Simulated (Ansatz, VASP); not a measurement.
Al9H in VASP and in Ansatz

```
Al H
1.0
     5.70709    0.00000    0.00000
    -1.42677    9.70148    0.00000
     0.00000    0.00000   22.79037
Al H
18 2
Direct
  0.26622 0.06489 0.17551
  0.76622 0.06489 0.17551
  0.33548 0.34192 0.21920
  0.83548 0.34192 0.21920
  0.14933 0.59733 0.22794
  0.64933 0.59733 0.22794
  0.46318 0.85274 0.23668
  0.96318 0.85274 0.23668
  0.03198 0.12771 0.28083
  0.53198 0.12771 0.28083
  0.09979 0.40422 0.33011
  0.59979 0.40422 0.33011
  0.41440 0.65967 0.33698
  0.91440 0.65967 0.33698
  0.22631 0.91108 0.34493
  0.72631 0.91108 0.34493
  0.29624 0.18141 0.38571
  0.79624 0.18141 0.38571
  0.60626 0.36441 0.51734
  0.60626 0.48485 0.51734
```

Alike in both runs: task single point; functional PBE; k mesh 5 × 3 × 1; occupations gaussian, width 0.1 eV; no spin polarisation.

```csv
,VASP,Ansatz
version,VASP 6.6.1,Ansatz 0.2.0
potentials or method,"VASP PAW PBE potentials, release 64 (Al, H), cutoff 520 eV","scalar-relativistic, plane waves, PAW"
valence electrons in the cell,56,56
```

|  | VASP | Ansatz | Ansatz less VASP |
| --- | --- | --- | --- |
| gap on the k mesh at the Fermi level (eV) | none | none | - |
| rms of the force components (eV/Å) | 0.841 | 0.841 | -0.0001 |
| work function, face that differs most (eV) | 4.17 | 4.17 | -0.002 |

Atom by atom the forces differ by 0.001 eV/Å (rms over components). A gap of «none» marks a metal or a gap that the smearing closes. With one functional, cell and mesh, what is left measures potentials, basis and numerics.
